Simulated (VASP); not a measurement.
# Mg4O in VASP: further runs

Runs on Mg4O. Level: LDA. Tasks: single point.

All numbers are computed with VASP 6.6.1; they aren't measurements. Logs are shortened: lines on timing, memory, paths and dates and some standing lists are left out, and cuts for length are marked.

### 1 The cell of the first run

The cell holds a slab with vacuum, 5 atoms: a = 3.147 Å, b = 5.039 Å, c = 20.585 Å, α = 90.00°, β = 90.00°, γ = 90.00°.

### 2 Single point, LDA

The input, INCAR:

```
SYSTEM = Mg4O
ALGO = Normal
DIPOL = 0.5 0.5 0.322
EDIFF = 1E-6
ENCUT = 520
GGA = CA
IDIPOL = 3
ISIF = 2
ISMEAR = 0
LASPH = .TRUE.
LCHARG = .TRUE.
LDIPOL = .TRUE.
LELF = .TRUE.
LREAL = .FALSE.
LVACPOTAV = .TRUE.
LVHAR = .TRUE.
LWAVE = .FALSE.
NBANDS = 15
NELM = 100
PREC = Accurate
SIGMA = 0.1
```

The input, KPOINTS:

```
k-points
0
G
  8 5 1
  0 0 0
```

The input, POSCAR:

```
Mg4O
1.0
    3.1466128697      0.0000000000      0.0000000000
    0.0000000000      5.0388886589      0.0000000000
    0.0000000000      0.0000000000     20.5846139733
Mg O
4 1
Direct
    0.0000000000      0.7500000000      0.1943198937
    0.5000000000      0.2500000000      0.2384474589
    0.5000000000      0.7500000000      0.3306067122
    0.0000000000      0.2500000000      0.3684603453
    0.1250000000      0.3750000000      0.4767936861
```

Potentials or basis: VASP PAW LDA potentials, release 64 (Mg, O).

Command:

```bash
cat potpaw_LDA.64/Mg/POTCAR potpaw_LDA.64/O/POTCAR > POTCAR
mpirun -np 1 vasp_std > vasp.out
```

OUTCAR:

```text
SYSTEM = Mg4O
   EDIFF = 1E-6
   ENCUT = 520
   GGA = CA
   ISIF = 2
   ISMEAR = 0
   LASPH = .TRUE.
   LREAL = .FALSE.
   NELM = 100
   PREC = Accurate

 ion  position               nearest neighbor table
   1  0.000  0.750  0.194-   2 3.11   2 3.11   2 3.11   2 3.11   3 3.22   3 3.22
   2  0.500  0.250  0.238-   4 3.10   4 3.10   1 3.11   1 3.11   1 3.11   1 3.11   3 3.15   3 3.15

   3  0.500  0.750  0.331-   4 3.07   4 3.07   4 3.07   4 3.07   2 3.15   2 3.15   1 3.22   1 3.22

   4  0.000  0.250  0.368-   5 2.35   3 3.07   3 3.07   3 3.07   3 3.07   2 3.10   2 3.10
   5  0.125  0.375  0.477-   4 2.35

  LATTYP: Found a simple orthorhombic cell.
 ALAT       =     3.1466128697
 B/A-ratio  =     1.6013691126
 C/A-ratio  =     6.5418323848

  Lattice vectors:

 A1 = (   3.1466128697,   0.0000000000,   0.0000000000)
 A2 = (   0.0000000000,   5.0388886589,   0.0000000000)
 A3 = (   0.0000000000,   0.0000000000,  20.5846139733)

Analysis of symmetry for initial positions (statically):
=====================================================================
 Subroutine PRICEL returns:
 Original cell was already a primitive cell.

 Routine SETGRP: Setting up the symmetry group for a
 simple orthorhombic supercell.

 Subroutine GETGRP returns: Found  1 space group operations
 (whereof  1 operations were pure point group operations)
 out of a pool of  8 trial point group operations.

The static configuration has the point symmetry C_1 .

Analysis of symmetry for dynamics (positions and initial velocities):
=====================================================================
 Subroutine PRICEL returns:
 Original cell was already a primitive cell.

 Routine SETGRP: Setting up the symmetry group for a
 simple orthorhombic supercell.

 Subroutine GETGRP returns: Found  1 space group operations
 (whereof  1 operations were pure point group operations)
 out of a pool of  8 trial point group operations.

The dynamic configuration has the point symmetry C_1 .

 Subroutine INISYM returns: Found  1 space group operations
 (whereof  1 operations are pure point group operations),
 and found     1 'primitive' translations

----------------------------------------------------------------------------------------

                                     Primitive cell

  volume of cell :     326.3779

  direct lattice vectors                    reciprocal lattice vectors
     3.146612870  0.000000000  0.000000000     0.317802043  0.000000000  0.000000000
     0.000000000  5.038888659  0.000000000     0.000000000  0.198456459  0.000000000
     0.000000000  0.000000000 20.584613973     0.000000000  0.000000000  0.048579973

  length of vectors
     3.146612870  5.038888659 20.584613973     0.317802043  0.198456459  0.048579973

  position of ions in fractional coordinates (direct lattice)
     0.000000000  0.750000000  0.194319894
     0.500000000  0.250000000  0.238447459
     0.500000000  0.750000000  0.330606712
     0.000000000  0.250000000  0.368460345
     0.125000000  0.375000000  0.476793686

  ion indices of the primitive-cell ions
   primitive index   ion index
                 1           1
                 2           2
                 3           3
                 4           4
                 5           5

----------------------------------------------------------------------------------------

 KPOINTS: k-points

Automatic generation of k-mesh.
 Grid dimensions read from file:
 generate k-points for:    8    5    1

 Generating k-lattice:

  Cartesian coordinates                     Fractional coordinates (reciprocal lattice)
     0.039725255  0.000000000  0.000000000     0.125000000  0.000000000  0.000000000
     0.000000000  0.039691292  0.000000000     0.000000000  0.200000000  0.000000000
     0.000000000  0.000000000  0.048579973     0.000000000  0.000000000  1.000000000

  Length of vectors
     0.039725255  0.039691292  0.048579973

  Shift w.r.t. Gamma in fractional coordinates (k-lattice)
     0.000000000  0.000000000  0.000000000

 Subroutine IBZKPT returns following result:
 ===========================================

 Found     21 irreducible k-points:

 Following reciprocal coordinates:
            Coordinates               Weight
  0.000000  0.000000  0.000000      1.000000
  0.125000  0.000000  0.000000      2.000000
  0.250000  0.000000  0.000000      2.000000
  0.375000  0.000000  0.000000      2.000000
  0.500000  0.000000  0.000000      1.000000
  0.000000  0.200000  0.000000      2.000000
[... 13 lines left out ...]
  0.375000 -0.400000  0.000000      2.000000
  0.500000  0.400000  0.000000      2.000000
   k-points           NKPTS =     21   k-points in BZ     NKDIM =     21   number of bands    NBANDS=     15
   number of dos      NEDOS =    301   number of ions     NIONS =      5
   total plane-waves  NPLWV = 153600
   dimension x,y,z NGX =    24 NGY =   40 NGZ =  160
   dimension x,y,z NGXF=    48 NGYF=   80 NGZF=  320
   ions per type =               4   1
   NGX,Y,Z   is equivalent  to a cutoff of  12.68, 13.20, 12.92 a.u.
   NGXF,Y,Z  is equivalent  to a cutoff of  25.36, 26.39, 25.84 a.u.
 SYSTEM =  Mg4O
   PREC   = accura    normal or accurate (medium, high low for compatibility)
   ISTART =      0    job   : 0-new  1-cont  2-samecut
   ICHARG =      2    charge: 1-file 2-atom 10-const
   ISPIN  =      1    spin polarized calculation?
   LNONCOLLINEAR =      F non collinear calculations
   LSORBIT =      F    spin-orbit coupling
   LASPH  =      T    aspherical Exc in radial PAW
   ENCUT  =  520.0 eV  38.22 Ry    6.18 a.u.   5.85  9.37 38.27*2*pi/ulx,y,z
   NELM   =    100;   NELMIN=  2; NELMDL= -5     # of ELM steps
   EDIFF  = 0.1E-05   stopping-criterion for ELM
   LREAL  =      F    real-space projection
   EDIFFG = 0.1E-04   stopping-criterion for IOM
   NSW    =      0    number of steps for IOM
   IBRION =     -1    ionic relax: 0-MD 1-quasi-New 2-CG
   NFREE  =      0    steps in history (QN), initial steepest desc. (CG)
   ISIF   =      2    stress and relaxation
   ISYM   =      2    0-nonsym 1-usesym 2-fastsym
   POTIM  = 0.5000    time-step for ionic-motion
   TEBEG  =    0.0;   TEEND  =   0.0 temperature during run
   PSTRESS=    0.0 pullay stress
   NELECT =      14.0000    total number of electrons
   NUPDOWN=      -1.0000    fix difference up-down
   EMIN   =  10.00;   EMAX   =-10.00  energy-range for DOS
   EFERMI =   0.00;   METHOD = LEGACY
   ISMEAR =     0;   SIGMA  =   0.10  broadening in eV -4-tet -1-fermi 0-gaus
   EFERMI_NEDOS =   21; number of points for ismear=-14 and -15
   IALGO  =     38    algorithm
   IMIX   =      4    mixing-type and parameters
     AMIX     =   0.40;   BMIX     =  1.00
     AMIX_MAG =   1.60;   BMIX_MAG =  1.00
  volume/ion in A,a.u.               =      65.28       440.50
  Fermi-wavevector in a.u.,A,eV,Ry     =   0.573074  1.082953  4.468338  0.328414
  Thomas-Fermi vector in A             =   1.614207
   LORBIT       =      0    0 simple, 1 ext, 2 COOP (PROOUT), +10 PAW based schemes
   GGA     = CA    functional components
   LHFCALC =     F    Hartree Fock is set to
   AEXX    =    0.0000 exact exchange contribution
   IVDW    =     0    specifies the selected vdW correction
   LEPSILON=     F    determine dielectric tensor
   LRPA    =     F    only Hartree local field effects (RPA)
 non-spin polarized calculation
 Gauss-broadening in eV      SIGMA  =   0.10
  energy-cutoff  :      520.00
  volume of cell :      326.38
 maximum number of plane-waves:      8852
 NGX is ok and might be reduce to    24
   NGX = 11   NGY = 19   NGZ = 77

 number of electron      13.9999998 magnetization

 dipolmoment           0.000000      0.000000      0.477160 electrons x Angstroem

 Free energy of the ion-electron system (eV)
  ---------------------------------------------------
  ext. energy  EPLUGINS =         0.00000000
  ---------------------------------------------------
  free energy    TOTEN  =        -9.55942747 eV

  energy without entropy =       -9.52427940  energy(sigma->0) =       -9.54185343

 E-fermi :  -3.6948     XC(G=0):  -3.6073

 val. band max:       -3.7157699842   @ k =   0.3750  -0.2000   0.0000
 cond. band min:      -3.6832539800   @ k =   0.1250   0.0000   0.0000
 fundamental gap:      0.0325160042
 Fermi energy:        -3.6948057140

 k-point     1 :       0.0000    0.0000    0.0000
  band No.  band energies     occupation
      1     -18.4965      2.00000
      2      -9.9047      2.00000
      3      -7.5339      2.00000
      4      -4.9284      2.00000
      5      -4.5359      2.00000
      6      -4.0585      2.00000
      7      -3.7607      1.64890
      8      -3.6025      0.19167
      9      -3.4178      0.00009
     10      -2.2064      0.00000
     11      -1.5000      0.00000
     12      -0.7986      0.00000
     13       0.3809      0.00000
     14       1.3484      0.00000
     15       1.7674      0.00000

 k-point     2 :       0.1250    0.0000    0.0000
  band No.  band energies     occupation
      1     -18.4689      2.00000
      2      -9.6693      2.00000
      3      -7.3058      2.00000
      4      -4.8101      2.00000
      5      -4.3399      2.00000
      6      -3.9632      1.99985
      7      -3.6833      0.87023
      8      -3.5588      0.05447
      9      -3.3998      0.00003
     10      -2.0023      0.00000
     11      -1.3105      0.00000
     12      -0.6646      0.00000
     13       0.5528      0.00000
     14       1.3955      0.00000
     15       1.5890      0.00000

 k-point     3 :       0.2500    0.0000    0.0000
  band No.  band energies     occupation
      1     -18.4012      2.00000
      2      -8.9671      2.00000
      3      -6.6324      2.00000
      4      -4.5385      2.00000
      5      -4.1235      2.00000
      6      -3.9476      1.99965
      7      -3.5655      0.06753
      8      -3.0121      0.00000
      9      -2.8545      0.00000
     10      -1.9231      0.00000
     11      -1.3820      0.00000
     12      -0.4968      0.00000
     13       0.4117      0.00000
     14       0.8096      0.00000
     15       1.3780      0.00000

 k-point     4 :       0.3750    0.0000    0.0000
  band No.  band energies     occupation
      1     -18.3318      2.00000
      2      -7.8106      2.00000
      3      -5.5793      2.00000
      4      -4.6155      2.00000
      5      -4.2937      2.00000
      6      -4.0620      2.00000
      7      -3.7735      1.73420
      8      -2.5374      0.00000
      9      -2.3156      0.00000
     10      -1.9964      0.00000
     11      -0.9683      0.00000
     12      -0.3391      0.00000
     13       0.5204      0.00000
     14       0.9355      0.00000
     15       1.1426      0.00000
[... 253 lines left out ...]
 k-point    19 :       0.3750    0.4000    0.0000
  band No.  band energies     occupation
      1     -18.3302      2.00000
      2      -6.9058      2.00000
      3      -5.8214      2.00000
      4      -4.8459      2.00000
      5      -4.5076      2.00000
      6      -4.2222      2.00000
      7      -3.7837      1.79105
      8      -3.5287      0.01880
      9      -2.7730      0.00000
     10      -2.0965      0.00000
     11      -1.2539      0.00000
     12      -0.8144      0.00000
     13       0.1018      0.00000
     14       0.3923      0.00000
     15       1.7166      0.00000

 k-point    20 :       0.3750   -0.4000    0.0000
  band No.  band energies     occupation
      1     -18.3302      2.00000
      2      -6.9058      2.00000
      3      -5.8214      2.00000
      4      -4.8462      2.00000
      5      -4.4929      2.00000
      6      -4.2501      2.00000
      7      -3.7827      1.78605
      8      -3.5011      0.00616
      9      -2.7898      0.00000
     10      -2.0955      0.00000
     11      -1.2521      0.00000
     12      -0.8159      0.00000
     13       0.0932      0.00000
     14       0.4008      0.00000
     15       1.7157      0.00000

 k-point    21 :       0.5000    0.4000    0.0000
  band No.  band energies     occupation
      1     -18.3010      2.00000
      2      -5.4285      2.00000
      3      -5.3092      2.00000
      4      -4.8237      2.00000
      5      -4.4857      2.00000
      6      -4.2233      2.00000
      7      -4.0994      2.00000
      8      -3.7482      1.54961
      9      -2.7149      0.00000
     10      -2.5794      0.00000
     11      -1.7528      0.00000
     12      -1.4698      0.00000
     13       0.1627      0.00000
     14       0.2617      0.00000
     15       1.4047      0.00000

------------------------ aborting loop because EDIFF is reached ----------------------------------------

  FORCE on cell =-STRESS in cart. coord.  units (eV):
  Direction    XX          YY          ZZ          XY          YZ          ZX
  --------------------------------------------------------------------------------------
  -------------------------------------------------------------------------------------
  Total       -1.1945846     -1.0298794     -7.6289888     -0.1519478     -0.7901335     -0.3610380
  in kB       -5.8641717     -5.0556402    -37.4504253     -0.7459062     -3.8787361     -1.7723222
  external PRESSURE =     -16.1234124 kB  Pullay stress =       0.0000000 kB

 VOLUME and BASIS-vectors are now :
 -----------------------------------------------------------------------------
  energy-cutoff  :      520.00
  volume of cell :      326.38
      direct lattice vectors                 reciprocal lattice vectors
     3.146612870  0.000000000  0.000000000     0.317802043  0.000000000  0.000000000
     0.000000000  5.038888659  0.000000000     0.000000000  0.198456459  0.000000000
     0.000000000  0.000000000 20.584613973     0.000000000  0.000000000  0.048579973

 POSITION                                       TOTAL-FORCE (eV/Angst)
 -----------------------------------------------------------------------------------
      0.00000      3.77917      4.00000         0.003561     -0.019917      0.265926
      1.57331      1.25972      4.90835         0.016572      0.021860     -0.001560
      1.57331      3.77917      6.80541        -0.033279     -0.118899      0.175878
      0.00000      1.25972      7.58461         0.160985      0.518564      2.514410
      0.39333      1.88958      9.81461        -0.147840     -0.401608     -2.954654
 -----------------------------------------------------------------------------------
    total drift:                               -0.000015      0.000048      0.000179

  FREE ENERGIE OF THE ION-ELECTRON SYSTEM (eV)
  ---------------------------------------------------
  free  energy   TOTEN  =        -9.5594274709 eV

  energy  without entropy=       -9.5242793959  energy(sigma->0) =       -9.54185343

 vacuum level on the upper side and lower side of the slab         5.295        -0.152
```

Run time: 93 s. Hardware: 1 thread of Intel Xeon 6975P-C (Granite Rapids), shared host; peak memory 0.35 GiB.

What came out:

```yaml
Free_energy: -9.5594 eV
Largest_force: 2.985 eV/Å
Band_gap_on_the_k_mesh: zero (band 7 reaches -3.57 eV, above the bottom of band 8 at -3.81 eV)
```

Forces on the atoms (eV/Å):
```
Mg   0.004 -0.020  0.266
Mg   0.017  0.022 -0.002
Mg  -0.033 -0.119  0.176
Mg   0.161  0.519  2.514
O   -0.148 -0.402 -2.955
```

Levels at points of the mesh, in eV from the Fermi level:
```csv
k point,band 5,band 6,band 7,band 8,band 9,band 10
"(0.00, 0.00, 0.00)",-0.84,-0.36,-0.07,0.09,0.28,1.49
"(0.50, 0.00, 0.00)",-0.80,-0.14,-0.03,0.30,2.51,2.82
```

### 3 Single point, LDA

The input, INCAR:

```
  PREC = Accurate
  ENCUT = 520
  EDIFF = 1E-7
  ISMEAR = 0
  SIGMA = 0.1
  LREAL = False
  LASPH = True
  NELM = 60
  ALGO = Normal
  ISIF = 2
  LWAVE = False
  LCHARG = False
  LDIPOL = True
  IDIPOL = 3
  DIPOL = 0.5 0.5 0.318
  NBANDS = 15
```

The input, KPOINTS:

```
Automatic mesh
0
Gamma
  8 5 1
```

POSCAR: that of step 2 with these lines changed.

```diff
@@ -12,2 +12,2 @@
     0.0000000000      0.2500000000      0.3684603453
-    0.1250000000      0.3750000000      0.4767936861
+    0.2500000000      0.5000000000      0.4583332962
```

Potentials or basis: VASP PAW LDA potentials, release 64 (Mg, O).

Command:

```bash
cat potpaw_LDA.64/Mg/POTCAR potpaw_LDA.64/O/POTCAR > POTCAR
mpirun -np 1 vasp_std > vasp.out
```

It took 1.8 min on 1 thread of Intel Xeon 6975P-C (Granite Rapids), shared host; peak memory 0.36 GiB.

It converged, with:

| Property | Result |
| --- | --- |
| Free energy | -10.3386 eV |
| Largest force | 3.534 eV/Å |
| Band gap on the k mesh | zero (band 7 reaches -3.48 eV, above the bottom of band 8 at -3.74 eV) |

Forces on the atoms (eV/Å):
```
Mg   0.002 -0.021  0.245
Mg   0.019  0.018 -0.049
Mg  -0.144 -0.369  0.817
Mg   0.280  1.105  2.440
O   -0.157 -0.733 -3.454
```

Levels at points of the mesh, in eV from the Fermi level:
```csv
k point,band 3,band 4,band 5,band 6,band 7,band 8,band 9,band 10,band 11,band 12
"(0.00, 0.00, 0.00)",-3.80,-1.28,-0.82,-0.69,0.06,0.18,0.26,1.62,2.48,2.91
"(0.50, 0.00, 0.00)",-2.50,-1.35,-0.96,-0.23,0.05,0.44,2.53,2.82,3.08,3.21
```

### 4 Single point, LDA

The input, INCAR:

```
SYSTEM = Mg4O
PREC = Accurate ; ENCUT = 520
EDIFF = 1E-6 ; ISMEAR = 0
SIGMA = 0.1 ; LREAL = .FALSE.
LASPH = .TRUE. ; NELM = 100
ALGO = Normal ; ISIF = 2
LWAVE = .FALSE. ; LCHARG = .FALSE.
LDIPOL = .TRUE. ; IDIPOL = 3
DIPOL = 0.5 0.5 0.326 ; GGA = CA
NBANDS = 15
```

The input, KPOINTS:

```
regular mesh
0
G
  8 5 1
  0 0 0
```

POSCAR: that of step 3 with these lines changed.

```diff
@@ -12,2 +12,2 @@
     0.0000000000      0.2500000000      0.3684603453
-    0.2500000000      0.5000000000      0.4583332962
+    0.2500000000      0.5000000000      0.4962256755
```

Command:

```bash
cat potpaw_LDA.64/Mg/POTCAR potpaw_LDA.64/O/POTCAR > POTCAR
mpirun -np 1 vasp_std > vasp.out
```

Wall time 98 s (1 thread of Intel Xeon 6975P-C (Granite Rapids), shared host); peak memory 0.35 GiB.

Results (log left out):

| Quantity | Value |
| --- | --- |
| Free energy | -8.2506 eV |
| Largest force | 1.938 eV/Å |
| Band gap on the k mesh | zero (band 7 reaches -3.60 eV, above the bottom of band 8 at -3.78 eV) |

Forces in eV/Å, atoms in the order of the input:
```
Mg   0.004 -0.040  0.252
Mg   0.019  0.033 -0.001
Mg  -0.033 -0.064  0.212
Mg   0.120  0.419  1.440
O   -0.110 -0.349 -1.903
```

Levels at points of the mesh, in eV from the Fermi level:
```
           k point  band 4  band 5  band 6  band 7  band 8  band 9  band 10  band 11
(0.00, 0.00, 0.00)   -1.08   -0.81   -0.30   -0.04   -0.01    0.29     1.37     2.17
(0.50, 0.00, 0.00)   -1.00   -0.60   -0.18    0.02    0.18    2.51     2.79     2.87
```
